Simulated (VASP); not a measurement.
# SiC (Moissanite 3C) (F-43m) in VASP: settings compared, part 2 of 3

VASP 6.6.1. Earlier steps stand in the parts before.

## Step 3: Single point, PBE

INCAR reads:

```
PREC = Accurate ; ENCUT = 600
EDIFF = 1E-6 ; ISMEAR = 0
SIGMA = 0.011 ; LREAL = F
LASPH = T ; NELM = 120
ALGO = Normal ; ISIF = 2
LWAVE = F ; LCHARG = F
GGA = PE ; NBANDS = 11
GGA_COMPAT = F
```

KPOINTS reads:

```
regular mesh
0
Gamma
  10 10 10
```

POSCAR reads:

```
SiC
1.0
    0.0000000000      2.1790000000      2.1790000000
    2.1790000000      0.0000000000      2.1790000000
    2.1790000000      2.1790000000      0.0000000000
Si C
1 1
Direct
    0.0000000000      0.0000000000      0.0000000000
    0.7500000000      0.7500000000      0.7500000000
```

Potentials or basis: VASP PAW PBE potentials, release 64 (Si, C).

On the command line:

```sh
> cat potpaw_PBE.64/Si/POTCAR potpaw_PBE.64/C/POTCAR > POTCAR
> mpirun -np 1 vasp_std > vasp.out
```

OUTCAR:

```text
PREC = Accurate
   ENCUT = 600
   EDIFF = 1E-6
   ISMEAR = 0
   LREAL = F
   LASPH = T
   NELM = 120
   ISIF = 2
   GGA = PE

 ion  position               nearest neighbor table
   1  0.000  0.000  0.000-   2 1.89   2 1.89   2 1.89   2 1.89
   2  0.750  0.750  0.750-   1 1.89   1 1.89   1 1.89   1 1.89

  LATTYP: Found a face centered cubic cell.
 ALAT       =     4.3580000000

  Lattice vectors:

 A1 = (   0.0000000000,   2.1790000000,   2.1790000000)
 A2 = (   2.1790000000,   0.0000000000,   2.1790000000)
 A3 = (   2.1790000000,   2.1790000000,   0.0000000000)

Analysis of symmetry for initial positions (statically):
=====================================================================
 Subroutine PRICEL returns:
 Original cell was already a primitive cell.

 Routine SETGRP: Setting up the symmetry group for a
 face centered cubic supercell.

 Subroutine GETGRP returns: Found 24 space group operations
 (whereof 24 operations were pure point group operations)
 out of a pool of 48 trial point group operations.

The static configuration has the point symmetry T_d .

Analysis of symmetry for dynamics (positions and initial velocities):
=====================================================================
 Subroutine PRICEL returns:
 Original cell was already a primitive cell.

 Routine SETGRP: Setting up the symmetry group for a
 face centered cubic supercell.

 Subroutine GETGRP returns: Found 24 space group operations
 (whereof 24 operations were pure point group operations)
 out of a pool of 48 trial point group operations.

The dynamic configuration has the point symmetry T_d .

 Subroutine INISYM returns: Found 24 space group operations
 (whereof 24 operations are pure point group operations),
 and found     1 'primitive' translations

----------------------------------------------------------------------------------------

                                     Primitive cell

  volume of cell :      20.6920

  direct lattice vectors                    reciprocal lattice vectors
     0.000000000  2.179000000  2.179000000    -0.229463056  0.229463056  0.229463056
     2.179000000  0.000000000  2.179000000     0.229463056 -0.229463056  0.229463056
     2.179000000  2.179000000  0.000000000     0.229463056  0.229463056 -0.229463056

  length of vectors
     3.081571352  3.081571352  3.081571352     0.397441672  0.397441672  0.397441672

  position of ions in fractional coordinates (direct lattice)
     0.000000000  0.000000000  0.000000000
     0.750000000  0.750000000  0.750000000

  ion indices of the primitive-cell ions
   primitive index   ion index
                 1           1
                 2           2

----------------------------------------------------------------------------------------

 KPOINTS: regular mesh

Automatic generation of k-mesh.
 Grid dimensions read from file:
 generate k-points for:   10   10   10

 Generating k-lattice:

  Cartesian coordinates                     Fractional coordinates (reciprocal lattice)
    -0.022946306  0.022946306  0.022946306     0.100000000  0.000000000  0.000000000
     0.022946306 -0.022946306  0.022946306     0.000000000  0.100000000  0.000000000
     0.022946306  0.022946306 -0.022946306     0.000000000  0.000000000  0.100000000

  Length of vectors
     0.039744167  0.039744167  0.039744167

  Shift w.r.t. Gamma in fractional coordinates (k-lattice)
     0.000000000  0.000000000  0.000000000

 Subroutine IBZKPT returns following result:
 ===========================================

 Found     47 irreducible k-points:

 Following reciprocal coordinates:
            Coordinates               Weight
  0.000000  0.000000  0.000000      1.000000
  0.100000  0.000000  0.000000      8.000000
  0.200000  0.000000  0.000000      8.000000
  0.300000  0.000000  0.000000      8.000000
  0.400000  0.000000  0.000000      8.000000
  0.500000  0.000000  0.000000      4.000000
[... 16 lines left out ...]
  0.300000  0.300000  0.000000      6.000000
  0.400000  0.300000  0.000000     24.000000
 [... further k-points ...]
   k-points           NKPTS =     47   k-points in BZ     NKDIM =     47   number of bands    NBANDS=     11
   number of dos      NEDOS =    301   number of ions     NIONS =      2
   total plane-waves  NPLWV =  21952
   dimension x,y,z NGX =    28 NGY =   28 NGZ =   28
   dimension x,y,z NGXF=    56 NGYF=   56 NGZF=   56
   ions per type =               1   1
   NGX,Y,Z   is equivalent  to a cutoff of  15.11, 15.11, 15.11 a.u.
   NGXF,Y,Z  is equivalent  to a cutoff of  30.21, 30.21, 30.21 a.u.
 SYSTEM =  unknown system
   PREC   = accura    normal or accurate (medium, high low for compatibility)
   ISTART =      0    job   : 0-new  1-cont  2-samecut
   ICHARG =      2    charge: 1-file 2-atom 10-const
   ISPIN  =      1    spin polarized calculation?
   LNONCOLLINEAR =      F non collinear calculations
   LSORBIT =      F    spin-orbit coupling
   LASPH  =      T    aspherical Exc in radial PAW
   ENCUT  =  600.0 eV  44.10 Ry    6.64 a.u.   6.15  6.15  6.15*2*pi/ulx,y,z
   NELM   =    120;   NELMIN=  2; NELMDL= -5     # of ELM steps
   EDIFF  = 0.1E-05   stopping-criterion for ELM
   LREAL  =      F    real-space projection
   EDIFFG = 0.1E-04   stopping-criterion for IOM
   NSW    =      0    number of steps for IOM
   IBRION =     -1    ionic relax: 0-MD 1-quasi-New 2-CG
   NFREE  =      0    steps in history (QN), initial steepest desc. (CG)
   ISIF   =      2    stress and relaxation
   ISYM   =      2    0-nonsym 1-usesym 2-fastsym
   POTIM  = 0.5000    time-step for ionic-motion
   TEBEG  =    0.0;   TEEND  =   0.0 temperature during run
   PSTRESS=    0.0 pullay stress
   NELECT =       8.0000    total number of electrons
   NUPDOWN=      -1.0000    fix difference up-down
   EMIN   =  10.00;   EMAX   =-10.00  energy-range for DOS
   EFERMI =   0.00;   METHOD = LEGACY
   ISMEAR =     0;   SIGMA  =   0.01  broadening in eV -4-tet -1-fermi 0-gaus
   EFERMI_NEDOS =   21; number of points for ismear=-14 and -15
   IALGO  =     38    algorithm
   IMIX   =      4    mixing-type and parameters
     AMIX     =   0.40;   BMIX     =  1.00
     AMIX_MAG =   1.60;   BMIX_MAG =  1.00
  volume/ion in A,a.u.               =      10.35        69.82
  Fermi-wavevector in a.u.,A,eV,Ry     =   1.192626  2.253736 19.352338  1.422357
  Thomas-Fermi vector in A             =   2.328660
   LORBIT       =      0    0 simple, 1 ext, 2 COOP (PROOUT), +10 PAW based schemes
   GGA     = PE    functional components
   LHFCALC =     F    Hartree Fock is set to
   AEXX    =    0.0000 exact exchange contribution
   IVDW    =     0    specifies the selected vdW correction
   LEPSILON=     F    determine dielectric tensor
   LRPA    =     F    only Hartree local field effects (RPA)
 non-spin polarized calculation
 Gauss-broadening in eV      SIGMA  =   0.01
  energy-cutoff  :      600.00
  volume of cell :       20.69
 maximum number of plane-waves:       701
 NGX is ok and might be reduce to    28
   NGX = 13   NGY = 13   NGZ = 13

 number of electron       8.0000000 magnetization

 Free energy of the ion-electron system (eV)
  ---------------------------------------------------
  ext. energy  EPLUGINS =         0.00000000
  ---------------------------------------------------
  free energy    TOTEN  =       -15.05911969 eV

  energy without entropy =      -15.05911969  energy(sigma->0) =      -15.05911969

 E-fermi :   8.2666     XC(G=0): -11.3562

 val. band max:        8.1062699421   @ k =   0.0000   0.0000   0.0000
 cond. band min:       9.4635574696   @ k =   0.5000   0.5000   0.0000
 fundamental gap:      1.3572875274
 Fermi energy:         8.2665574940

 k-point     1 :       0.0000    0.0000    0.0000
  band No.  band energies     occupation
      1      -7.2969      2.00000
      2       8.1063      2.00000
      3       8.1063      2.00000
      4       8.1063      2.00000
      5      14.3397      0.00000
      6      15.4143      0.00000
      7      15.4143      0.00000
      8      15.4143      0.00000
      9      22.6137      0.00000
     10      22.6137      0.00000
     11      24.5872      0.00000
[... 309 lines left out ...]
 k-point    24 :       0.4000    0.3000    0.0000
  band No.  band energies     occupation
      1      -4.1559      2.00000
      2       2.5265      2.00000
      3       4.9553      2.00000
      4       5.4819      2.00000
      5      10.9765      0.00000
      6      13.7314      0.00000
      7      19.7283      0.00000
      8      20.0387      0.00000
      9      21.8741      0.00000
     10      26.1840      0.00000
     11      29.3661      0.00000

 [... further k-points ...]
[... 5 lines left out ...]
  --------------------------------------------------------------------------------------
  -------------------------------------------------------------------------------------
  Total        0.3971037      0.3971037      0.3971037      0.0000000      0.0000000      0.0000000
  in kB       30.7477156     30.7477156     30.7477156      0.0000000      0.0000000      0.0000000
  external PRESSURE =      30.7477156 kB  Pullay stress =       0.0000000 kB

 VOLUME and BASIS-vectors are now :
 -----------------------------------------------------------------------------
  energy-cutoff  :      600.00
  volume of cell :       20.69
      direct lattice vectors                 reciprocal lattice vectors
     0.000000000  2.179000000  2.179000000    -0.229463056  0.229463056  0.229463056
     2.179000000  0.000000000  2.179000000     0.229463056 -0.229463056  0.229463056
     2.179000000  2.179000000  0.000000000     0.229463056  0.229463056 -0.229463056

 POSITION                                       TOTAL-FORCE (eV/Angst)
 -----------------------------------------------------------------------------------
      0.00000      0.00000      0.00000         0.000000      0.000000      0.000000
      3.26850      3.26850      3.26850        -0.000000     -0.000000     -0.000000
 -----------------------------------------------------------------------------------
    total drift:                                0.000000      0.000000      0.000000

  FREE ENERGIE OF THE ION-ELECTRON SYSTEM (eV)
  ---------------------------------------------------
  free  energy   TOTEN  =       -15.0591196916 eV

  energy  without entropy=      -15.0591196916  energy(sigma->0) =      -15.05911969
```

OSZICAR:

```text
N       E                     dE             d eps       ncg     rms          rms(c)
DAV:   1     0.557645609797E+01    0.55765E+01   -0.42651E+03  1066   0.693E+02
DAV:   2    -0.162001226985E+02   -0.21777E+02   -0.20796E+02  1331   0.116E+02
DAV:   3    -0.169106642762E+02   -0.71054E+00   -0.70933E+00  1291   0.174E+01
DAV:   4    -0.169133484465E+02   -0.26842E-02   -0.26840E-02  1182   0.137E+00
DAV:   5    -0.169133597686E+02   -0.11322E-04   -0.11322E-04  1268   0.851E-02    0.880E+00
DAV:   6    -0.151161776657E+02    0.17972E+01   -0.64875E+00  1160   0.114E+01    0.390E+00
DAV:   7    -0.150667026701E+02    0.49475E-01   -0.38692E-01  1235   0.356E+00    0.177E+00
DAV:   8    -0.150589092594E+02    0.77934E-02   -0.20493E-02  1178   0.956E-01    0.172E-01
DAV:   9    -0.150590062310E+02   -0.96972E-04   -0.16787E-03  1278   0.233E-01    0.113E-01
DAV:  10    -0.150591169624E+02   -0.11073E-03   -0.24260E-04  1184   0.947E-02    0.267E-02
DAV:  11    -0.150591192803E+02   -0.23179E-05   -0.43305E-05  1235   0.343E-02    0.702E-03
DAV:  12    -0.150591196916E+02   -0.41134E-06   -0.20019E-06  1033   0.855E-03
   1 F= -.15059120E+02 E0= -.15059120E+02  d E =-.113604E-96
```

stdout:

```text
POSCAR found type information on POSCAR SiC
 POSCAR found :  2 types and       2 ions
 scaLAPACK will be used
 LDA part: xc-table for (Slater+PW92), standard interpolation
 POSCAR, INCAR and KPOINTS ok, starting setup
 FFT: planning ... GRIDC
 FFT: planning ... GRID_SOFT
 FFT: planning ... GRID
 WAVECAR not read
 entering main loop
```

Wall time 7.7 s (1 thread of Intel Xeon Platinum 8559C (Emerald Rapids), shared host); peak memory 0.15 GiB.

What came out:

```yaml
Free_energy: -15.0591 eV
Pressure: 3.1 GPa
Band_gap_on_the_k_mesh: 1.36 eV, indirect (least direct gap 4.54 eV)
```

Levels at points of the mesh, in eV from the valence-band top:
```
           k point  band 1  band 2  band 3  band 4  band 5  band 6  band 7  band 8  band 9
(0.00, 0.00, 0.00)  -15.40    0.00    0.00    0.00    6.23    7.31    7.31    7.31   14.51
(0.50, 0.00, 0.00)  -11.84   -8.53   -1.05   -1.05    5.43    7.23    7.23   10.05   16.20
(0.50, 0.50, 0.00)  -10.39   -7.79   -3.18   -3.18    1.36    4.32   14.03   14.03   14.78
```

## Step 4: Single point, PBE

INCAR reads:

```
SYSTEM = SiC
PREC = Accurate
ENCUT = 600
EDIFF = 1E-6
ISMEAR = 0
SIGMA = 0.025
LREAL = .False.
LASPH = .True.
NELM = 120
ALGO = Normal
ISIF = 2
LWAVE = .False.
LCHARG = .False.
GGA = PE
NBANDS = 11
GGA_COMPAT = .False.
```

KPOINTS reads:

```
regular mesh
0
Gamma
  10 10 10
  0 0 0
```

POSCAR is that of step 3.

On the command line:

```sh
> cat potpaw_PBE.64/Si/POTCAR potpaw_PBE.64/C/POTCAR > POTCAR
> mpirun -np 1 vasp_std > vasp.out
```

It took 9.6 s on 1 thread of Intel Xeon Platinum 8559C (Emerald Rapids), shared host; peak memory 0.15 GiB.

It converged, with:

| Item | Value |
| --- | --- |
| Free energy | -15.0591 eV |
| Pressure | 3.1 GPa |
| Band gap on the k mesh | 1.36 eV, indirect (least direct gap 4.54 eV) |

Levels at points of the mesh, in eV from the valence-band top:
| k point | band 1 | band 2 | band 3 | band 4 | band 5 | band 6 | band 7 | band 8 |
| --- | --- | --- | --- | --- | --- | --- | --- | --- |
| (0.00, 0.00, 0.00) | -15.40 | 0.00 | 0.00 | 0.00 | 6.23 | 7.31 | 7.31 | 7.31 |
| (0.50, 0.00, 0.00) | -11.84 | -8.53 | -1.05 | -1.05 | 5.43 | 7.23 | 7.23 | 10.05 |
| (0.50, 0.50, 0.00) | -10.39 | -7.79 | -3.18 | -3.18 | 1.36 | 4.32 | 14.03 | 14.03 |

## Step 5: Single point, revPBE+D3(BJ)

This run uses another cell than the first one, of 10.17 Å³/atom, 0.983 times its volume.

INCAR reads:

```
ALGO     = Normal         # electronic algorithm
EDIFF    = 1E-6           # SCF threshold, eV
ENCUT    = 600            # plane-wave cutoff, eV
GGA      = RE             # functional
GGA_COMPAT= F            
ISIF     = 2              # what is computed and relaxed
ISMEAR   = -1             # smearing method
IVDW     = 12             # dispersion correction
LASPH    = T              # aspherical terms in the spheres
LCHARG   = F              # write CHGCAR
LREAL    = F              # projectors in reciprocal space
LWAVE    = F              # write WAVECAR
NBANDS   = 11             # bands
NELM     = 120            # most SCF steps
PREC     = Accurate       # precision mode
SIGMA    = 0.05           # smearing width, eV
```

KPOINTS reads:

```
k-points
0
Gamma
  10 10 10
```

POSCAR reads:

```
SiC
1.0
    0.0000000000      2.1665407105      2.1665407105
    2.1665407105      0.0000000000      2.1665407105
    2.1665407105      2.1665407105      0.0000000000
Si C
1 1
Direct
    0.0000000000      0.0000000000      0.0000000000
    0.7500000000      0.7500000000      0.7500000000
```

On the command line:

```sh
> cat potpaw_PBE.64/Si/POTCAR potpaw_PBE.64/C/POTCAR > POTCAR
> mpirun -np 1 vasp_std > vasp.out
```

It took 4.8 s on 1 thread of Intel Xeon Platinum 8559C (Emerald Rapids), shared host; peak memory 0.14 GiB.

It converged, with:

```yaml
Free_energy: -15.6493 eV
Pressure: -0.5 GPa
Band_gap_on_the_k_mesh: 1.34 eV, indirect (least direct gap 4.55 eV)
Dispersion_energy_per_atom: -0.610 eV
```

Levels at points of the mesh, in eV from the valence-band top:
| k point | band 1 | band 2 | band 3 | band 4 | band 5 | band 6 | band 7 | band 8 | band 9 |
| --- | --- | --- | --- | --- | --- | --- | --- | --- | --- |
| (0.00, 0.00, 0.00) | -15.55 | 0.00 | 0.00 | 0.00 | 6.44 | 7.47 | 7.47 | 7.47 | 14.56 |
| (0.50, 0.00, 0.00) | -11.94 | -8.62 | -1.05 | -1.05 | 5.62 | 7.31 | 7.31 | 10.19 | 16.51 |
| (0.50, 0.50, 0.00) | -10.48 | -7.83 | -3.21 | -3.21 | 1.34 | 4.43 | 14.29 | 14.29 | 15.11 |

Caveat: the PAW data sets were made with another functional, which shifts forces and pressure a little.

(Part 2 of 3 ends here.)
